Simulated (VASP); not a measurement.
A run of VASP 6.6.1:

POSCAR

```
IrS
1.0
    0.0000000000      2.4605182162      2.4605182162
    2.4605182162      0.0000000000      2.4605182162
    2.4605182162      2.4605182162      0.0000000000
Ir S
1 1
Direct
    0.5000000000      0.5000000000      0.5000000000
    0.0000000000      0.0000000000      0.0000000000
```

File INCAR.step1:

```
ALGO = Normal ; EDIFF = 1E-4
ENCUT = 520 ; GGA = PE
ISMEAR = 0 ; LASPH = True
LCHARG = False ; LREAL = False
LWAVE = True ; NBANDS = 14
NELM = 60 ; PREC = Accurate
SIGMA = 0.05
```

INCAR.step2

```
ALGO = Normal ; EDIFF = 1E-6
ENCUT = 520 ; ISIF = 2
ISMEAR = 0 ; ISTART = 1
LASPH = True ; LCHARG = False
LMIXTAU = True ; LREAL = False
LWAVE = False ; METAGGA = R2SCAN
NBANDS = 14 ; NELM = 60
PREC = Accurate ; SIGMA = 0.05
```

KPOINTS

```
k-points
0
Gamma
  12 12 12
```

Potentials or basis: VASP PAW PBE potentials, release 64 (Ir, S).

Launch:

```bash
$ cat potpaw_PBE.64/Ir/POTCAR potpaw_PBE.64/S/POTCAR > POTCAR
$ cp INCAR.step1 INCAR
$ mpirun -np 1 vasp_std > vasp.out
$ cp INCAR.step2 INCAR
$ mpirun -np 1 vasp_std > vasp.out
```

Hardware: 1 thread of Intel Xeon 8259CL, on a shared host.

**Question.** How long does it take, and how much memory?

**Answer.** It took 2.9 min on 1 thread of Intel Xeon 8259CL, on a shared host, peak memory 0.19 GiB. Counts: k points 72.
